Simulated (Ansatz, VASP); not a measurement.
## NbPdSe3 in VASP and in Ansatz

```
Nb Pd Se
1.0
     3.87646    0.00000    0.00000
    -1.93823    3.35711    0.00000
     0.00000    0.00000   10.83830
Nb Pd Se
1 1 3
Direct
  0.00000 0.00000 0.00000
  0.00000 0.00000 0.50000
  0.33333 0.66667 0.14426
  0.33333 0.66667 0.85574
  0.66667 0.33333 0.50000
```

Alike in both runs: functional PBE; k mesh 12 × 12 × 4; occupations gaussian, width 0.1 eV; no spin polarisation.

Ansatz relaxed the structure, and its values are those at the end. VASP's run is a single point on that final structure, the one shown.

|  | VASP | Ansatz |
| --- | --- | --- |
| version | VASP 6.6.1 | Ansatz 0.2.0 |
| potentials or method | VASP PAW PBE potentials, release 64 (Nb_sv, Pd, Se), cutoff 520 eV | scalar-relativistic, plane waves, PAW |
| valence electrons in the cell | 41 | 79 |

```tsv
	VASP	Ansatz	Ansatz less VASP
gap on the k mesh at the Fermi level (eV)	none	none	-
pressure (GPa)	0.0	0.0	-0.02
```

A gap of «none» marks a metal or a gap that the smearing closes. The functional is the same, so the differences come from potentials, cutoffs and numerics. VASP's potentials hold 41 valence electrons a cell and Ansatz's 79, so a difference there can come from the potentials and not from the codes.
